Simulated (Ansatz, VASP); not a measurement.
## LiF: VASP beside Ansatz

```
Li F
1.0
     2.49554    0.00000    0.00000
     0.00000    2.49554    0.00000
     0.00000    0.00000    2.68751
Li F
1 1
Direct
  0.00000 0.00000 0.00000
  0.50000 0.50000 0.50000
```

Change from the starting cell: strain -0.025 along x and y, +0.050 along z, atoms carried along.

Alike in both runs: task single point; functional LDA; k mesh 10 × 10 × 10; occupations gaussian, width 0.05 eV; no spin polarisation.

|  | VASP | Ansatz |
| --- | --- | --- |
| version | VASP 6.6.1 | Ansatz 0.2.0 |
| potentials or method | VASP PAW LDA potentials, release 64 (Li_sv, F), cutoff 520 eV | scalar-relativistic, plane waves, PAW |
| valence electrons in the cell | 10 | 10 |

```csv
,VASP,Ansatz,Ansatz less VASP
gap on the k mesh at the Fermi level (eV),7.05,7.05,+0.004
least direct gap on the mesh (eV),7.65,7.65,+0.002
```

LDA's correlation is that of Perdew and Zunger in VASP and of Perdew and Wang (1992) in Ansatz.

Noted on VASP's run: the cutoff is short for stress, so the pressure is rough.
